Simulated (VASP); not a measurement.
# BN (Cm) in VASP: a series of runs

Runs on BN. Level: PBE+D3(BJ). Tasks: single point.

All numbers are computed with VASP 6.6.1; they aren't measurements. Logs are shortened: lines on timing, memory, paths and dates and some standing lists are left out, and cuts for length are marked.

### Step 1. The cell of the first run

The structure is monoclinic, space group Cm (No. 8). The conventional cell has a = 2.508 Å, b = 6.679 Å, c = 8.716 Å, α = 90.00°, β = 95.50°, γ = 90.00°. B (site symmetry m) has 1 N at 0.83 Å within 1.1 Å. Within 1.9 Å of B (site symmetry m) lie 3 N at 1.45 Å. Within 1.9 Å of B (site symmetry m) lie 3 N at 1.45 Å. B (site symmetry m) has 3 N at 1.45 Å within 1.9 Å. N (site symmetry m) has 3 B at 1.45 Å within 1.9 Å. Within 1.9 Å of N (site symmetry m) lie 3 B at 1.45 Å. N (site symmetry m) has 3 B at 1.45 Å within 1.9 Å. Within 1.1 Å of N (site symmetry m) lie 1 B at 0.83 Å.

### Step 2. Single point, PBE+D3(BJ)

INCAR reads:

```
PREC = Accurate
ENCUT = 520
EDIFF = 1E-7
ISMEAR = 0
SIGMA = 0.05
LREAL = False
LASPH = True
NELM = 60
ALGO = Normal
ISIF = 2
LWAVE = False
LCHARG = False
GGA = PE
IVDW = 12
NBANDS = 26
ISYM = 0
```

KPOINTS reads:

```
Automatic mesh
0
Gamma
  7 9 3
```

POSCAR reads:

```
BN
1.0
    1.2538424667     -3.3394821656      0.0000000000
    2.5076849335      0.0000000000      0.0000000000
    0.8358949778      0.0000000000      8.6753276438
B N
4 4
Direct
    0.0000000000     -0.3194511456      0.9583534369
    0.0000000000      0.4305488544      0.2083534369
    0.0000000000     -0.1527844790      0.4583534369
    0.0000000000      0.2638821877      0.7083534369
    0.0000000000     -0.0971988527      0.2915965581
    0.0000000000      0.3194678140      0.5415965581
    0.0000000000     -0.2638655194      0.7915965581
    0.0000000000      0.4861344806      0.0415965581
```

Potentials or basis: VASP PAW PBE potentials, release 64 (B, N).

Command:

```console
> cat potpaw_PBE.64/B/POTCAR potpaw_PBE.64/N/POTCAR > POTCAR
> mpirun -np 1 vasp_std > vasp.out
```

OUTCAR:

```text
PREC = Accurate
   ENCUT = 520
   EDIFF = 1E-7
   ISMEAR = 0
   LREAL = False
   LASPH = True
   NELM = 60
   ISIF = 2
   GGA = PE
   IVDW = 12
   ISYM = 0
 IVDW          = 12

 ion  position               nearest neighbor table
   1  0.000  0.681  0.958-   8 0.83   7 1.45
   2  0.000  0.431  0.208-   8 1.45   5 1.45   5 1.45
   3  0.000  0.847  0.458-   5 1.45   6 1.45   6 1.45
   4  0.000  0.264  0.708-   6 1.45   7 1.45   7 1.45
   5  0.000  0.903  0.292-   3 1.45   2 1.45   2 1.45
   6  0.000  0.319  0.542-   4 1.45   3 1.45   3 1.45
   7  0.000  0.736  0.792-   1 1.45   4 1.45   4 1.45
   8  0.000  0.486  0.042-   1 0.83   2 1.45

 -----------------------------------------------------------------------------
|                                                                             |
|           W    W    AA    RRRRR   N    N  II  N    N   GGGG   !!!           |
|           W    W   A  A   R    R  NN   N  II  NN   N  G    G  !!!           |
|           W    W  A    A  R    R  N N  N  II  N N  N  G       !!!           |
|           W WW W  AAAAAA  RRRRR   N  N N  II  N  N N  G  GGG   !            |
|           WW  WW  A    A  R   R   N   NN  II  N   NN  G    G                |
|           W    W  A    A  R    R  N    N  II  N    N   GGGG   !!!           |
|                                                                             |
|     The distance between some ions is very small. Please check the          |
|     nearest-neighbor list in the OUTCAR file.                               |
|     I HOPE YOU KNOW WHAT YOU ARE DOING!                                     |
|                                                                             |
 -----------------------------------------------------------------------------

IMPORTANT INFORMATION: All symmetrisations will be switched off!
NOSYMM: (Re-)initialisation of all symmetry stuff for point group C_1.

----------------------------------------------------------------------------------------

                                     Primitive cell

  volume of cell :      72.6504

  direct lattice vectors                    reciprocal lattice vectors
     1.253842467 -3.339482166  0.000000000     0.000000000 -0.299447624  0.000000000
     2.507684934  0.000000000  0.000000000     0.398774179  0.149723812 -0.038423141
     0.835894978  0.000000000  8.675327644     0.000000000  0.000000000  0.115269422

  length of vectors
     3.567108362  2.507684934  8.715505157     0.299447624  0.427684935  0.115269422

  position of ions in fractional coordinates (direct lattice)
     0.000000000  0.680548854  0.958353437
     0.000000000  0.430548854  0.208353437
     0.000000000  0.847215521  0.458353437
     0.000000000  0.263882188  0.708353437
     0.000000000  0.902801147  0.291596558
     0.000000000  0.319467814  0.541596558
     0.000000000  0.736134481  0.791596558
[... 121 lines left out ...]
   ISMEAR =     0;   SIGMA  =   0.05  broadening in eV -4-tet -1-fermi 0-gaus
   EFERMI_NEDOS =   21; number of points for ismear=-14 and -15
   IALGO  =     38    algorithm
   IMIX   =      4    mixing-type and parameters
     AMIX     =   0.40;   BMIX     =  1.00
     AMIX_MAG =   1.60;   BMIX_MAG =  1.00
  volume/ion in A,a.u.               =       9.08        61.28
  Fermi-wavevector in a.u.,A,eV,Ry     =   1.245601  2.353844 21.109725  1.551521
  Thomas-Fermi vector in A             =   2.379816
   LORBIT       =      0    0 simple, 1 ext, 2 COOP (PROOUT), +10 PAW based schemes
   GGA     = PE    functional components
   LHFCALC =     F    Hartree Fock is set to
   AEXX    =    0.0000 exact exchange contribution
   IVDW    =    12    specifies the selected vdW correction
   LEPSILON=     F    determine dielectric tensor
   LRPA    =     F    only Hartree local field effects (RPA)
 non-spin polarized calculation
 Gauss-broadening in eV      SIGMA  =   0.05
  energy-cutoff  :      520.00
  volume of cell :       72.65
 maximum number of plane-waves:      1979
   NGX = 13   NGY =  9   NGZ = 33

 number of electron      31.9999999 magnetization

 Free energy of the ion-electron system (eV)
  ---------------------------------------------------
  ext. energy  EPLUGINS =         0.00000000
  ---------------------------------------------------
  free energy    TOTEN  =       -48.90332546 eV

  energy without entropy =      -48.90332546  energy(sigma->0) =      -48.90332546

 E-fermi :   2.4996     XC(G=0):  -9.8737

 val. band max:        2.2303182265   @ k =   0.1429   0.3333   0.0000
 cond. band min:       6.0658549461   @ k =  -0.0000  -0.4444   0.3333
 fundamental gap:      3.8355367196
 Fermi energy:         2.4995876770

 k-point     1 :       0.0000    0.0000    0.0000
  band No.  band energies     occupation
      1     -15.6444      2.00000
      2     -14.5951      2.00000
      3     -14.1364      2.00000
      4     -12.7810      2.00000
      5      -6.8593      2.00000
      6      -4.1971      2.00000
[... 685 lines left out ...]
     25      15.2688      0.00000
     26      15.7492      0.00000

 [... further k-points ...]

------------------------ aborting loop because EDIFF is reached ----------------------------------------

 Edisp (eV)   -1.15828

 E8    (eV) :    -0.3395

  FORCE on cell =-STRESS in cart. coord.  units (eV):
  Direction    XX          YY          ZZ          XY          YZ          ZX
  --------------------------------------------------------------------------------------
  -------------------------------------------------------------------------------------
  Total      29.23044    -0.31128    84.23723     0.00000    -0.00005   -49.45289
  in kB     644.62620    -6.86468  1857.70465     0.00006    -0.00113 -1090.59696
  external pressure =      831.82 kB  Pullay stress =        0.00 kB

 VOLUME and BASIS-vectors are now :
 -----------------------------------------------------------------------------
  energy-cutoff  :      520.00
  volume of cell :       72.65
      direct lattice vectors                 reciprocal lattice vectors
     1.253842467 -3.339482166  0.000000000     0.000000000 -0.299447624  0.000000000
     2.507684934  0.000000000  0.000000000     0.398774179  0.149723812 -0.038423141
     0.835894978  0.000000000  8.675327644     0.000000000  0.000000000  0.115269422

 POSITION                                       TOTAL-FORCE (eV/Angst)
 -----------------------------------------------------------------------------------
      2.50768      0.00000      8.31403        60.693476      0.000016   -115.026922
      1.25384      0.00000      1.80753        -1.278126      0.000016      0.284361
      2.50768      0.00000      3.97637        -0.071986      0.000008      0.536528
      1.25384      0.00000      6.14520        -0.209263      0.000007      0.630059
      2.50768      0.00000      2.52970        -0.014548     -0.000079     -0.383992
      1.25384      0.00000      4.69853         0.100619      0.000064     -0.462071
      2.50768      0.00000      6.86736         1.681881     -0.000005     -0.629953
      1.25384      0.00000      0.36086       -60.902054     -0.000027    115.051989
 -----------------------------------------------------------------------------------
    total drift:                               -0.000225     -0.000031      0.000599

  FREE ENERGIE OF THE ION-ELECTRON SYSTEM (eV)
  ---------------------------------------------------
  free  energy   TOTEN  =       -50.0616094045 eV

  energy  without entropy=      -50.0616094045  energy(sigma->0) =      -50.06160940
```

OSZICAR:

```text
N       E                     dE             d eps       ncg     rms          rms(c)
DAV:   1     0.152793928787E+03    0.15279E+03   -0.16373E+04  4940   0.114E+03
DAV:   2    -0.537667401662E+02   -0.20656E+03   -0.19354E+03  6386   0.283E+02
DAV:   3    -0.641294913825E+02   -0.10363E+02   -0.10296E+02  6610   0.643E+01
DAV:   4    -0.642387995675E+02   -0.10931E+00   -0.10922E+00  6336   0.723E+00
DAV:   5    -0.642402881884E+02   -0.14886E-02   -0.14881E-02  6556   0.808E-01    0.225E+01
DAV:   6    -0.503486068046E+02    0.13892E+02   -0.24583E+01  6004   0.324E+01    0.917E+00
DAV:   7    -0.490582475559E+02    0.12904E+01   -0.50129E+00  6366   0.159E+01    0.468E+00
DAV:   8    -0.489045386804E+02    0.15371E+00   -0.56713E-01  6436   0.541E+00    0.133E+00
DAV:   9    -0.489012459931E+02    0.32927E-02   -0.64312E-02  6390   0.168E+00    0.455E-01
DAV:  10    -0.489024410909E+02   -0.11951E-02   -0.56930E-03  6152   0.566E-01    0.213E-01
DAV:  11    -0.489031746860E+02   -0.73360E-03   -0.11510E-03  5524   0.268E-01    0.484E-02
DAV:  12    -0.489032720872E+02   -0.97401E-04   -0.15239E-04  6358   0.933E-02    0.250E-02
DAV:  13    -0.489033220232E+02   -0.49936E-04   -0.40946E-05  5422   0.433E-02    0.569E-03
DAV:  14    -0.489033250893E+02   -0.30661E-05   -0.38951E-06  6504   0.141E-02    0.298E-03
DAV:  15    -0.489033253675E+02   -0.27818E-06   -0.42381E-07  5706   0.536E-03    0.124E-03
DAV:  16    -0.489033254614E+02   -0.93860E-07   -0.17833E-07  4728   0.323E-03
   1 F= -.50061609E+02 E0= -.50061609E+02  d E =-.106479E-15
```

Run time: 75 s. Hardware: 1 thread of Intel Xeon 6975P-C (Granite Rapids), shared host; peak memory 0.28 GiB.

What came out:

| Quantity | Value |
| --- | --- |
| Free energy | -50.0616 eV |
| Pressure | 83.2 GPa |
| Largest force | 130.177 eV/Å |
| Band gap on the k mesh | 3.84 eV, indirect (least direct gap 4.01 eV) |
| Dispersion energy per atom | -0.145 eV |

Forces in eV/Å, atoms in the order of the input:
```
B     60.693    0.000 -115.027
B     -1.278    0.000    0.284
B     -0.072    0.000    0.537
B     -0.209    0.000    0.630
N     -0.015    0.000   -0.384
N      0.101    0.000   -0.462
N      1.682    0.000   -0.630
N    -60.902    0.000  115.052
```

Caveat: forces of over 1 eV/Å act on the atoms, so gaps and moduli don't describe the material at rest.

### Step 3. Single point, PBE+D3(BJ)

INCAR reads:

```
PREC     = Accurate       # precision mode
ENCUT    = 520            # plane-wave cutoff, eV
EDIFF    = 1E-6           # SCF threshold, eV
ISMEAR   = 0              # smearing method
SIGMA    = 0.05           # smearing width, eV
LREAL    = False          # projectors in reciprocal space
LASPH    = True           # aspherical terms in the spheres
NELM     = 60             # most SCF steps
ALGO     = Normal         # electronic algorithm
ISIF     = 2              # what is computed and relaxed
LWAVE    = False          # write WAVECAR
LCHARG   = False          # write CHGCAR
GGA      = PE             # functional
IVDW     = 12             # dispersion correction
ISYM     = 0            
NBANDS   = 26             # bands
```

KPOINTS reads:

```
regular mesh
0
Gamma
  7 9 3
```

POSCAR reads:

```
BN
1.0
    1.2538424667     -3.3394821656      0.0000000000
    2.5076849335      0.0000000000      0.0000000000
    1.2538424667     -1.1131607219      8.6753276438
B N
4 4
Direct
   -0.3194511456     -0.3194511456      0.9583534369
   -0.0694511456      0.4305488544      0.2083534369
   -0.1527844790     -0.1527844790      0.4583534369
   -0.2361178123      0.2638821877      0.7083534369
   -0.0971988527     -0.0971988527      0.2915965581
   -0.1805321860      0.3194678140      0.5415965581
   -0.2638655194     -0.2638655194      0.7915965581
   -0.0138655194      0.4861344806      0.0415965581
```

Potentials or basis: VASP PAW PBE potentials, release 64 (B, N).

Command:

```console
> cat potpaw_PBE.64/B/POTCAR potpaw_PBE.64/N/POTCAR > POTCAR
> mpirun -np 1 vasp_std > vasp.out
```

It took 75 s on 1 thread of Intel Xeon 6975P-C (Granite Rapids), shared host; peak memory 0.27 GiB.

It converged, with:

* Free energy: -67.5074 eV
* Pressure: 2.3 GPa
* Largest force: 2.680 eV/Å
* Band gap on the k mesh: 0.02 eV, indirect (least direct gap 0.03 eV)
* Dispersion energy per atom: -0.152 eV

Forces on the atoms (eV/Å):
```
B    0.000 -1.974 -1.813
B    0.000 -0.144 -0.128
B    0.000 -0.030  0.019
B    0.000  0.247  0.031
N    0.000 -0.136  0.292
N    0.000 -0.096  0.060
N    0.000  1.427 -0.131
N    0.000  0.707  1.669
```

Stress tensor (GPa, compression positive):
```
 9.82  0.00  0.00
 0.00 -7.50 -5.34
 0.00 -5.34  4.55
```

Levels at points of the mesh, in eV from the valence-band top:
```
           k point  band 14  band 15  band 16  band 17  band 18  band 19
(0.00, 0.00, 0.00)    -3.82    -2.60    -0.86     0.02     3.64     4.84
```

Caveat: forces of over 1 eV/Å act on the atoms, so gaps and moduli don't describe the material at rest.

### Step 4. Single point, PBE+D3(BJ)

INCAR reads:

```
SYSTEM = BN
ALGO = Normal
EDIFF = 1E-7
ENCUT = 520
GGA = PE
ISIF = 2
ISMEAR = 0
ISYM = 0
IVDW = 12
LASPH = .TRUE.
LCHARG = .FALSE.
LREAL = .FALSE.
LWAVE = .FALSE.
NBANDS = 26
NELM = 80
PREC = Accurate
SIGMA = 0.05
```

KPOINTS reads:

```
k-points
0
G
  7 9 3
  0 0 0
```

POSCAR reads:

```
BN
1.0
    1.2538424667     -3.3394821656      0.0000000000
    2.5076849335      0.0000000000      0.0000000000
    0.4179474889      0.0000000000      8.6753276438
B N
4 4
Direct
    0.0000000000     -0.1597255728      0.9583534369
    0.0000000000      0.4652744272      0.2083534369
    0.0000000000     -0.0763922395      0.4583534369
    0.0000000000      0.3819410938      0.7083534369
    0.0000000000     -0.0485994263      0.2915965581
    0.0000000000      0.4097339070      0.5415965581
    0.0000000000     -0.1319327597      0.7915965581
    0.0000000000      0.4930672403      0.0415965581
```

Command:

```console
> cat potpaw_PBE.64/B/POTCAR potpaw_PBE.64/N/POTCAR > POTCAR
> mpirun -np 1 vasp_std > vasp.out
```

Run time: 81 s. Hardware: 1 thread of Intel Xeon 6975P-C (Granite Rapids), shared host; peak memory 0.27 GiB.

The run converged. Its results:

- Free energy: -67.6160 eV
- Pressure: 19.5 GPa
- Largest force: 26.878 eV/Å
- Band gap on the k mesh: 3.79 eV, indirect (least direct gap 3.88 eV)
- Dispersion energy per atom: -0.140 eV

Forces on the atoms (eV/Å):
```
B    20.662   0.000 -16.105
B    -0.238   0.000   0.077
B    -0.013   0.000   0.254
B    -0.113   0.000   0.268
N     0.029   0.000  -0.198
N     0.048   0.000  -0.230
N     0.919   0.000  -0.465
N   -21.295   0.000  16.400
```

Stress tensor (GPa, compression positive):
```
 30.91   0.00 -37.71
  0.00  -0.25   0.00
-37.71   0.00  27.80
```

Levels at points of the mesh, in eV from the valence-band top:
| k point | band 13 | band 14 | band 15 | band 16 | band 17 | band 18 | band 19 | band 20 |
| --- | --- | --- | --- | --- | --- | --- | --- | --- |
| (0.00, 0.00, 0.00) | -2.70 | -1.80 | -0.53 | -0.10 | 4.89 | 5.87 | 6.04 | 6.91 |

Caveat: forces of over 1 eV/Å act on the atoms, so gaps and moduli don't describe the material at rest. A k mesh can miss the band edges.

### Step 5. The runs side by side

| cell | gap on the mesh (eV) | pressure (GPa) | largest force (eV/Å) |
| --- | --- | --- | --- |
| a = 3.567, b = 2.508, c = 8.716 Å, angles 84.5, 88.1, 69.4°, 8 atoms | 3.84 | 83.2 | 130.18 |
| a = 3.567, b = 2.508, c = 8.836 Å, angles 81.8, 80.3, 69.4°, 8 atoms | 0.02 | 2.3 | 2.68 |
| a = 3.567, b = 2.508, c = 8.685 Å, angles 87.2, 89.0, 69.4°, 8 atoms | 3.79 | 19.5 | 26.88 |

Alike in all rows: task single point; level PBE+D3(BJ); potentials or basis VASP PAW PBE potentials, release 64 (B, N); no spin polarisation; k mesh 7 × 9 × 3; cutoff (eV) 520; smearing gaussian 0.05 eV.

Caveats: forces of over 1 eV/Å act on the atoms, so gaps and moduli don't describe the material at rest.

Absolute energies hang on the potentials; compare differences alone.
